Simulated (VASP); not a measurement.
# WSe2 in VASP: a series of runs

Runs on WSe2. Level: PBE+D3(BJ). Tasks: single point.

Program: VASP 6.6.1. These are calculated values, not measurements. Logs are shortened: lines on timing, memory, paths and dates and some standing lists are left out, and cuts for length are marked.

## 1. The cell of the first run

The cell holds a slab with vacuum, 3 atoms: a = 3.286 Å, b = 3.335 Å, c = 32.737 Å, α = 90.00°, β = 90.00°, γ = 119.51°.

## 2. Single point, PBE+D3(BJ) (strain along y +0.020, then relaxed in part)

INCAR

```
SYSTEM = WSe2
PREC     = Accurate       ! precision mode
ENCUT    = 520            ! plane-wave cutoff, eV
EDIFF    = 1E-7           ! SCF threshold, eV
ISMEAR   = 0              ! smearing method
SIGMA    = 0.02           ! smearing width, eV
LREAL    = .False.        ! projectors in reciprocal space
LASPH    = .True.         ! aspherical terms in the spheres
NELM     = 80             ! most SCF steps
ALGO     = Normal         ! electronic algorithm
ISIF     = 2              ! what is computed and relaxed
LWAVE    = .False.        ! write WAVECAR
LCHARG   = .False.        ! write CHGCAR
LDIPOL   = .True.       
IDIPOL   = 3            
DIPOL    = 0.5 0.5 0.500
GGA      = PE             ! functional
IVDW     = 12             ! dispersion correction
NBANDS   = 20             ! bands
```

KPOINTS

```
regular mesh
0
Gamma
  12 12 1
  0 0 0
```

POSCAR

```
WSe2
1.0
    3.2855209080      0.0000000000      0.0000000000
   -1.6427604540      2.9022514624      0.0000000000
    0.0000000000      0.0000000000     32.7374893303
Se W
2 1
Direct
    0.3337700183      0.6675400366      0.4489227000
    0.3337700183      0.6675400366      0.5510773000
    0.6657932967      0.3315865934      0.5000000000
```

Potentials or basis: VASP PAW PBE potentials, release 64 (Se, W_sv).

Started as:

```
cat potpaw_PBE.64/Se/POTCAR potpaw_PBE.64/W_sv/POTCAR > POTCAR
mpirun -np 1 vasp_std > vasp.out
```

OUTCAR:

```text
SYSTEM = WSe2
   PREC = Accurate
   ENCUT = 520
   EDIFF = 1E-7
   ISMEAR = 0
   LREAL = .False.
   LASPH = .True.
   NELM = 80
   ISIF = 2
   GGA = PE
   IVDW = 12
 IVDW          = 12

 ion  position               nearest neighbor table
   1  0.334  0.668  0.449-   3 2.54   3 2.54   3 2.55
   2  0.334  0.668  0.551-   3 2.54   3 2.54   3 2.55
   3  0.666  0.332  0.500-   1 2.54   2 2.54   1 2.54   2 2.54   1 2.55   2 2.55

  LATTYP: Found a base centered orthorhombic cell.
 ALAT       =     3.2855209080
 B/A-ratio  =     1.7666918237
 C/A-ratio  =     9.9641701414

  Lattice vectors:

 A1 = (   1.6427604540,  -2.9022514624,   0.0000000000)
 A2 = (   1.6427604540,   2.9022514624,   0.0000000000)
 A3 = (   0.0000000000,   0.0000000000,  32.7374893303)

Analysis of symmetry for initial positions (statically):
=====================================================================
 Subroutine PRICEL returns:
 Original cell was already a primitive cell.

 Routine SETGRP: Setting up the symmetry group for a
 base centered orthorhombic supercell.

 Subroutine GETGRP returns: Found  4 space group operations
 (whereof  4 operations were pure point group operations)
 out of a pool of  8 trial point group operations.

The static configuration has the point symmetry C_2v.

Analysis of symmetry for dynamics (positions and initial velocities):
=====================================================================
 Subroutine PRICEL returns:
 Original cell was already a primitive cell.

 Routine SETGRP: Setting up the symmetry group for a
 base centered orthorhombic supercell.

 Subroutine GETGRP returns: Found  4 space group operations
 (whereof  4 operations were pure point group operations)
 out of a pool of  8 trial point group operations.

The dynamic configuration has the point symmetry C_2v.

 Subroutine INISYM returns: Found  4 space group operations
 (whereof  4 operations are pure point group operations),
 and found     1 'primitive' translations

----------------------------------------------------------------------------------------

                                     Primitive cell

  volume of cell :     312.1653

  direct lattice vectors                    reciprocal lattice vectors
     3.285520908  0.000000000  0.000000000     0.304365739  0.172280041  0.000000000
    -1.642760454  2.902251462  0.000000000     0.000000000  0.344560081  0.000000000
     0.000000000  0.000000000 32.737489330     0.000000000  0.000000000  0.030546020

  length of vectors
     3.285520908  3.334925106 32.737489330     0.349741212  0.344560081  0.030546020

  position of ions in fractional coordinates (direct lattice)
     0.333770018  0.667540037  0.448922700
     0.333770018  0.667540037  0.551077300
     0.665793297  0.331586593  0.500000000

  ion indices of the primitive-cell ions
   primitive index   ion index
                 1           1
                 2           2
                 3           3

----------------------------------------------------------------------------------------

 KPOINTS: regular mesh

Automatic generation of k-mesh.
 Grid dimensions read from file:
 generate k-points for:   12   12    1

 Generating k-lattice:

  Cartesian coordinates                     Fractional coordinates (reciprocal lattice)
     0.025363812  0.014356670  0.000000000     0.083333333  0.000000000  0.000000000
     0.000000000  0.028713340  0.000000000     0.000000000  0.083333333  0.000000000
     0.000000000  0.000000000  0.030546020     0.000000000  0.000000000  1.000000000

  Length of vectors
     0.029145101  0.028713340  0.030546020

  Shift w.r.t. Gamma in fractional coordinates (k-lattice)
     0.000000000  0.000000000  0.000000000

 Subroutine IBZKPT returns following result:
 ===========================================

 Found     43 irreducible k-points:

 Following reciprocal coordinates:
            Coordinates               Weight
  0.000000  0.000000  0.000000      1.000000
  0.083333  0.000000  0.000000      4.000000
  0.166667  0.000000  0.000000      4.000000
  0.250000 -0.000000  0.000000      4.000000
  0.333333  0.000000  0.000000      4.000000
  0.416667  0.000000  0.000000      4.000000
[... 16 lines left out ...]
  0.333333  0.166667  0.000000      4.000000
  0.416667  0.166667  0.000000      4.000000
 [... further k-points ...]
   k-points           NKPTS =     43   k-points in BZ     NKDIM =     43   number of bands    NBANDS=     20
   number of dos      NEDOS =    301   number of ions     NIONS =      3
   total plane-waves  NPLWV = 168000
   dimension x,y,z NGX =    24 NGY =   28 NGZ =  250
   dimension x,y,z NGXF=    48 NGYF=   56 NGZF=  500
   ions per type =               2   1
   NGX,Y,Z   is equivalent  to a cutoff of  12.14, 13.96, 12.70 a.u.
   NGXF,Y,Z  is equivalent  to a cutoff of  24.29, 27.92, 25.39 a.u.
 SYSTEM =  WSe2
   PREC   = accura    normal or accurate (medium, high low for compatibility)
   ISTART =      0    job   : 0-new  1-cont  2-samecut
   ICHARG =      2    charge: 1-file 2-atom 10-const
   ISPIN  =      1    spin polarized calculation?
   LNONCOLLINEAR =      F non collinear calculations
   LSORBIT =      F    spin-orbit coupling
   LASPH  =      T    aspherical Exc in radial PAW
   ENCUT  =  520.0 eV  38.22 Ry    6.18 a.u.   6.11  6.20 60.87*2*pi/ulx,y,z
   NELM   =     80;   NELMIN=  2; NELMDL= -5     # of ELM steps
   EDIFF  = 0.1E-06   stopping-criterion for ELM
   LREAL  =      F    real-space projection
   EDIFFG = 0.1E-05   stopping-criterion for IOM
   NSW    =      0    number of steps for IOM
   IBRION =     -1    ionic relax: 0-MD 1-quasi-New 2-CG
   NFREE  =      0    steps in history (QN), initial steepest desc. (CG)
   ISIF   =      2    stress and relaxation
   ISYM   =      2    0-nonsym 1-usesym 2-fastsym
   POTIM  = 0.5000    time-step for ionic-motion
   TEBEG  =    0.0;   TEEND  =   0.0 temperature during run
   PSTRESS=    0.0 pullay stress
   NELECT =      26.0000    total number of electrons
   NUPDOWN=      -1.0000    fix difference up-down
   EMIN   =  10.00;   EMAX   =-10.00  energy-range for DOS
   EFERMI =   0.00;   METHOD = LEGACY
   ISMEAR =     0;   SIGMA  =   0.02  broadening in eV -4-tet -1-fermi 0-gaus
   EFERMI_NEDOS =   21; number of points for ismear=-14 and -15
   IALGO  =     38    algorithm
   IMIX   =      4    mixing-type and parameters
     AMIX     =   0.40;   BMIX     =  1.00
     AMIX_MAG =   1.60;   BMIX_MAG =  1.00
  volume/ion in A,a.u.               =     104.06       702.20
  Fermi-wavevector in a.u.,A,eV,Ry     =   0.714942  1.351045  6.954518  0.511143
  Thomas-Fermi vector in A             =   1.802974
   LORBIT       =      0    0 simple, 1 ext, 2 COOP (PROOUT), +10 PAW based schemes
   GGA     = PE    functional components
   LHFCALC =     F    Hartree Fock is set to
   AEXX    =    0.0000 exact exchange contribution
   IVDW    =    12    specifies the selected vdW correction
   LEPSILON=     F    determine dielectric tensor
   LRPA    =     F    only Hartree local field effects (RPA)
 non-spin polarized calculation
 Gauss-broadening in eV      SIGMA  =   0.02
  energy-cutoff  :      520.00
  volume of cell :      312.17
 maximum number of plane-waves:      8449
   NGX = 13   NGY = 13   NGZ =121

 number of electron      25.9999999 magnetization

 dipolmoment           0.000000      0.000000     -0.000000 electrons x Angstroem

 Free energy of the ion-electron system (eV)
  ---------------------------------------------------
  ext. energy  EPLUGINS =         0.00000000
  ---------------------------------------------------
  free energy    TOTEN  =       -21.61624234 eV

  energy without entropy =      -21.61624234  energy(sigma->0) =      -21.61624234

 E-fermi :  -2.8351     XC(G=0):  -2.4507

 val. band max:       -2.9470923974   @ k =   0.3333   0.3333   0.0000
 cond. band min:      -1.4080206696   @ k =   0.3333   0.3333   0.0000
 fundamental gap:      1.5390717278
 Fermi energy:        -2.8350900898

 k-point     1 :       0.0000    0.0000    0.0000
  band No.  band energies     occupation
      1     -77.0155      2.00000
      2     -41.2388      2.00000
      3     -41.1532      2.00000
      4     -41.1195      2.00000
      5     -17.6625      2.00000
      6     -16.4064      2.00000
[... 12 lines left out ...]
     19       1.7839      0.00000
     20       2.1503      0.00000

 k-point     2 :       0.0833    0.0000    0.0000
  band No.  band energies     occupation
      1     -77.0149      2.00000
      2     -41.2361      2.00000
      3     -41.1596      2.00000
      4     -41.1312      2.00000
      5     -17.5602      2.00000
      6     -16.3548      2.00000
[... 12 lines left out ...]
     19       1.9221      0.00000
     20       2.3173      0.00000

 k-point     3 :       0.1667    0.0000    0.0000
  band No.  band energies     occupation
      1     -77.0132      2.00000
      2     -41.2285      2.00000
      3     -41.1873      2.00000
      4     -41.1530      2.00000
      5     -17.2669      2.00000
      6     -16.2076      2.00000
[... 12 lines left out ...]
     19       2.3102      0.00000
     20       2.7185      0.00000

 k-point     4 :       0.2500   -0.0000    0.0000
  band No.  band energies     occupation
      1     -77.0108      2.00000
      2     -41.2376      2.00000
      3     -41.2181      2.00000
      4     -41.1697      2.00000
      5     -16.8266      2.00000
      6     -15.9885      2.00000
[... 12 lines left out ...]
     19       2.9140      0.00000
     20       3.3453      0.00000

 k-point     5 :       0.3333    0.0000    0.0000
  band No.  band energies     occupation
      1     -77.0085      2.00000
      2     -41.2900      2.00000
      3     -41.2077      2.00000
      4     -41.1836      2.00000
      5     -16.3222      2.00000
      6     -15.7435      2.00000
[... 12 lines left out ...]
     19       3.5901      0.00000
     20       3.6331      0.00000

 k-point     6 :       0.4167    0.0000    0.0000
  band No.  band energies     occupation
      1     -77.0068      2.00000
      2     -41.3285      2.00000
      3     -41.2000      2.00000
      4     -41.1934      2.00000
      5     -15.8921      2.00000
      6     -15.5426      2.00000
[... 12 lines left out ...]
     19       3.8549      0.00000
     20       4.0261      0.00000

 k-point     7 :       0.5000   -0.0000    0.0000
  band No.  band energies     occupation
      1     -77.0061      2.00000
      2     -41.3425      2.00000
      3     -41.1972      2.00000
      4     -41.1970      2.00000
      5     -15.7162      2.00000
      6     -15.4635      2.00000
[... 12 lines left out ...]
     19       4.0864      0.00000
     20       4.1107      0.00000
[... 277 lines left out ...]
 k-point    20 :       0.0833    0.1667    0.0000
  band No.  band energies     occupation
      1     -77.0120      2.00000
      2     -41.2318      2.00000
      3     -41.2229      2.00000
      4     -41.1442      2.00000
      5     -17.0149      2.00000
      6     -16.0926      2.00000
[... 12 lines left out ...]
     19       2.6684      0.00000
     20       3.0826      0.00000

 k-point    21 :       0.1667    0.1667    0.0000
  band No.  band energies     occupation
      1     -77.0101      2.00000
      2     -41.2640      2.00000
      3     -41.2139      2.00000
      4     -41.1692      2.00000
      5     -16.6127      2.00000
      6     -15.8944      2.00000
[... 12 lines left out ...]
     19       3.2626      0.00000
     20       3.7107      0.00000

 k-point    22 :       0.2500    0.1667    0.0000
  band No.  band energies     occupation
      1     -77.0080      2.00000
      2     -41.2946      2.00000
      3     -41.2048      2.00000
      4     -41.1969      2.00000
      5     -16.1539      2.00000
      6     -15.6689      2.00000
[... 12 lines left out ...]
     19       3.8565      0.00000
     20       4.0047      0.00000

 k-point    23 :       0.3333    0.1667    0.0000
  band No.  band energies     occupation
      1     -77.0064      2.00000
      2     -41.3171      2.00000
      3     -41.2182      2.00000
      4     -41.1980      2.00000
      5     -15.7645      2.00000
      6     -15.4792      2.00000
[... 12 lines left out ...]
     19       4.4906      0.00000
     20       4.7720      0.00000

 k-point    24 :       0.4167    0.1667    0.0000
  band No.  band energies     occupation
      1     -77.0057      2.00000
      2     -41.3256      2.00000
      3     -41.2274      2.00000
      4     -41.1952      2.00000
      5     -15.5984      2.00000
      6     -15.3968      2.00000
[... 12 lines left out ...]
     19       4.9102      0.00000
     20       5.3160      0.00000

 [... further k-points ...]

------------------------ aborting loop because EDIFF is reached ----------------------------------------

 vacuum level on the upper side and lower side of the slab       (xc-potential included)        -0.007        -0.007

 Edisp (eV)   -0.99382

 E8    (eV) :    -0.4723

  FORCE on cell =-STRESS in cart. coord.  units (eV):
  Direction    XX          YY          ZZ          XY          YZ          ZX
  --------------------------------------------------------------------------------------
  -------------------------------------------------------------------------------------
  Total      -0.14080    -1.30482     0.15719     0.00000     0.00000     0.00000
  in kB      -0.72263    -6.69694     0.80675     0.00000     0.00000     0.00000
  external pressure =       -2.20 kB  Pullay stress =        0.00 kB

 VOLUME and BASIS-vectors are now :
 -----------------------------------------------------------------------------
  energy-cutoff  :      520.00
  volume of cell :      312.17
      direct lattice vectors                 reciprocal lattice vectors
     3.285520908  0.000000000  0.000000000     0.304365739  0.172280041  0.000000000
    -1.642760454  2.902251462  0.000000000     0.000000000  0.344560081  0.000000000
     0.000000000  0.000000000 32.737489330     0.000000000  0.000000000  0.030546020

 POSITION                                       TOTAL-FORCE (eV/Angst)
 -----------------------------------------------------------------------------------
      0.00000      1.93737     14.69660         0.000000     -0.000649     -0.050659
      0.00000      1.93737     18.04089         0.000000     -0.000649      0.050659
      1.64276      0.96235     16.36874        -0.000000      0.001299      0.000000
 -----------------------------------------------------------------------------------
    total drift:                               -0.000002     -0.000102      0.000000

  FREE ENERGIE OF THE ION-ELECTRON SYSTEM (eV)
  ---------------------------------------------------
  free  energy   TOTEN  =       -22.6100589889 eV

  energy  without entropy=      -22.6100589889  energy(sigma->0) =      -22.61005899

 vacuum level on the upper side and lower side of the slab         2.149         2.149
```

It took 12 min on 1 thread of AMD EPYC 7R13, shared host; peak memory 0.61 GiB.

Results:

```yaml
Free_energy: -22.6101 eV
Largest_force: 0.051 eV/Å
Band_gap_on_the_k_mesh: 1.54 eV
Dispersion_energy_per_atom: -0.331 eV
```

Forces on the atoms (eV/Å):
```
Se   0.000 -0.001 -0.051
Se   0.000 -0.001  0.051
W    0.000  0.001  0.000
```

Caveat: the cell differs from its parent crystal (strain along y +0.020, then relaxed in part); spin-orbit coupling is left out, which moves the levels of the heavy elements.

## 3. Single point, PBE+D3(BJ) (strain along x +0.050, then relaxed in part)

INCAR

```
ALGO = Normal
DIPOL = 0.5 0.5 0.500
EDIFF = 1E-7
ENCUT = 520
GGA = PE
IDIPOL = 3
ISIF = 2
ISMEAR = 0
IVDW = 12
LASPH = T
LCHARG = F
LDIPOL = T
LREAL = F
LWAVE = F
NBANDS = 20
NELM = 80
PREC = Accurate
SIGMA = 0.02
```

KPOINTS

```
k-points
0
Gamma
  12 12 1
```

POSCAR

```
WSe2
1.0
    3.4497969534      0.0000000000      0.0000000000
   -1.7248984767      2.8453445710      0.0000000000
    0.0000000000      0.0000000000     32.7374893303
Se W
2 1
Direct
    0.3321852603      0.6643705206      0.4494652093
    0.3321852603      0.6643705206      0.5505347907
    0.6689628128      0.3379256255      0.5000000000
```

Potentials or basis: VASP PAW PBE potentials, release 64 (Se, W_sv).

Started as:

```
cat potpaw_PBE.64/Se/POTCAR potpaw_PBE.64/W_sv/POTCAR > POTCAR
mpirun -np 1 vasp_std > vasp.out
```

Wall time 14 min (1 thread of AMD EPYC 7R13, shared host); peak memory 0.65 GiB.

It converged, with:

| Quantity | Value |
| --- | --- |
| Free energy | -22.5452 eV |
| Largest force | 0.042 eV/Å |
| Band gap on the k mesh | 1.36 eV |
| Dispersion energy per atom | -0.323 eV |

Forces in eV/Å, atoms in the order of the input:
```
Se   0.000 -0.001 -0.042
Se   0.000 -0.001  0.042
W    0.000  0.003  0.000
```

Levels at points of the mesh, in eV from the valence-band top:
| k point | band 10 | band 11 | band 12 | band 13 | band 14 | band 15 | band 16 | band 17 |
| --- | --- | --- | --- | --- | --- | --- | --- | --- |
| (0.00, 0.00, 0.00) | -1.96 | -1.51 | -1.19 | -0.14 | 2.70 | 2.79 | 2.93 | 3.22 |
| (0.50, 0.00, 0.00) | -2.84 | -2.00 | -0.99 | -0.91 | 2.06 | 2.65 | 3.71 | 4.29 |
| (0.00, 0.50, 0.00) | -3.34 | -1.84 | -1.41 | -0.78 | 2.24 | 2.66 | 3.56 | 4.21 |

Caveat: the cell differs from its parent crystal (strain along x +0.050, then relaxed in part); spin-orbit coupling is left out, which moves the levels of the heavy elements.

## 4. Single point, PBE+D3(BJ) (strain along y +0.050, then relaxed in part)

INCAR

```
SYSTEM = WSe2
ALGO = Normal
DIPOL = 0.5 0.5 0.500
EDIFF = 1E-6
ENCUT = 520
GGA = PE
IDIPOL = 3
ISIF = 2
ISMEAR = 0
IVDW = 12
LASPH = .True.
LCHARG = .False.
LDIPOL = .True.
LREAL = .False.
LWAVE = .False.
NBANDS = 20
NELM = 100
PREC = Accurate
SIGMA = 0.02
```

KPOINTS

```
k-points
0
Gamma
  12 12 1
  0 0 0
```

POSCAR

```
WSe2
1.0
    3.2855209080      0.0000000000      0.0000000000
   -1.6427604540      2.9876117995      0.0000000000
    0.0000000000      0.0000000000     32.7374893303
Se W
2 1
Direct
    0.3343245130      0.6686490260      0.4494607740
    0.3343245130      0.6686490260      0.5505392260
    0.6646843073      0.3293686146      0.5000000000
```

Started as:

```
cat potpaw_PBE.64/Se/POTCAR potpaw_PBE.64/W_sv/POTCAR > POTCAR
mpirun -np 1 vasp_std > vasp.out
```

Run time: 11 min. Hardware: 1 thread of AMD EPYC 7R13, shared host; peak memory 0.61 GiB.

It converged, with:

```yaml
Free_energy: -22.5431 eV
Largest_force: 0.041 eV/Å
Band_gap_on_the_k_mesh: 1.36 eV
Dispersion_energy_per_atom: -0.323 eV
```

Forces in eV/Å, atoms in the order of the input:
```
Se   0.000 -0.002 -0.041
Se   0.000 -0.002  0.041
W    0.000  0.003  0.000
```

Levels at points of the mesh, in eV from the valence-band top:
```csv
k point,band 10,band 11,band 12,band 13,band 14,band 15,band 16,band 17
"(0.00, 0.00, 0.00)",-1.97,-1.51,-1.17,-0.14,2.68,2.77,2.95,3.26
"(0.50, 0.00, 0.00)",-3.18,-1.89,-1.24,-0.84,2.09,2.73,3.61,4.25
"(0.00, 0.50, 0.00)",-2.66,-2.08,-1.05,-0.74,2.18,2.49,3.77,4.24
```

Caveat: the cell differs from its parent crystal (strain along y +0.050, then relaxed in part); spin-orbit coupling is left out, which moves the levels of the heavy elements.

(Part 1 of 2 ends here.)
